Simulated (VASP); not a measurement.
**Ge: single point with PBE**

Crystal: Ge.

```
Ge
1.0
     0.00000    2.82175    2.82175
     2.82175    0.00000    2.82175
     2.82175    2.82175    0.00000
Ge
2
Cartesian
  0.0000 0.0000 0.0000
  1.4109 1.4109 1.4109
```

This cell differs from its parent crystal: volume scaled by 0.94.

```json
{
 "Program": "VASP 6.6.1",
 "Task": "single point",
 "Functional": "PBE",
 "Potentials or basis": "VASP PAW PBE potentials, release 64 (Ge_d)",
 "Cutoff": "500 eV",
 "k mesh": "12 × 12 × 12",
 "Occupations": "gaussian, width 0.1 eV",
 "Spin": "no spin polarisation",
 "Dipole correction": "no",
 "Further INCAR settings": "ALGO = Normal; EDIFF = 1e-06; NBANDS = 21"
}
```

```yaml
Pressure: 4.1 GPa
Band_gap_on_the_k_mesh: 0.10 eV, direct
```

Levels at points of the mesh, in eV from the valence-band top:
```csv
k point,band 12,band 13,band 14,band 15,band 16,band 17
"(0.00, 0.00, 0.00)",0.00,0.00,0.00,0.10,2.56,2.56
"(0.50, 0.00, 0.00)",-7.63,-1.42,-1.42,0.21,3.75,3.75
"(0.50, 0.50, 0.00)",-8.91,-3.10,-3.10,0.74,0.74,9.58
```

Wall time 2 min on 1 thread of AMD EPYC 7R13, on a shared host, peak memory 0.17 GiB.

 A k mesh can miss the band edges.
